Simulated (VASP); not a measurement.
A run of VASP 6.6.1:

Contents of POSCAR:

```
CdTe
1.0
    0.0000000000      3.2461194264      3.2461194264
    3.2461194264      0.0000000000      3.2461194264
    3.2461194264      3.2461194264      0.0000000000
Cd Te
1 1
Direct
    0.0000000000      0.0000000000      0.0000000000
    0.2500000000      0.2500000000      0.2500000000
```

The input INCAR.step1:

```
SYSTEM = CdTe
PREC = Accurate
ENCUT = 600
ISMEAR = -1
SIGMA = 0.03
LREAL = .False.
LASPH = .True.
NELM = 80
GGA = PE
ALGO = Normal
EDIFF = 1E-4
LWAVE = .True.
LCHARG = .False.
```

INCAR.step2

```
SYSTEM = CdTe
PREC = Accurate
ENCUT = 600
EDIFF = 1E-6
ISMEAR = -1
SIGMA = 0.03
LREAL = .False.
LASPH = .True.
NELM = 80
ALGO = Normal
ISIF = 3
LWAVE = .False.
LCHARG = .False.
METAGGA = R2SCAN
LMIXTAU = .True.
LUSE_VDW = .True.
IVDW_NL = 2
BPARAM = 11.95
CPARAM = 0.0093
IBRION = 2
NSW = 100
EDIFFG = -0.01
ISTART = 1
```

Contents of KPOINTS:

```
regular mesh
0
Gamma
  6 6 6
  0 0 0
```

Potentials or basis: VASP PAW PBE potentials, release 64 (Cd, Te).

Launch:

```console
$ cat potpaw_PBE.64/Cd/POTCAR potpaw_PBE.64/Te/POTCAR > POTCAR
$ cp INCAR.step1 INCAR
$ mpirun -np 1 vasp_std > vasp.out
$ cp INCAR.step2 INCAR
$ mpirun -np 1 vasp_std > vasp.out
```

Hardware: 1 thread of Intel(R) Xeon(R) 6975P-C (Granite Rapids) (shared host).

Question: How long does it take, and how much memory?

Answer: Wall time 4.8 min on 1 thread of Intel(R) Xeon(R) 6975P-C (Granite Rapids) (shared host), peak memory 0.49 GiB. Counts: k points 16, ion steps 3.
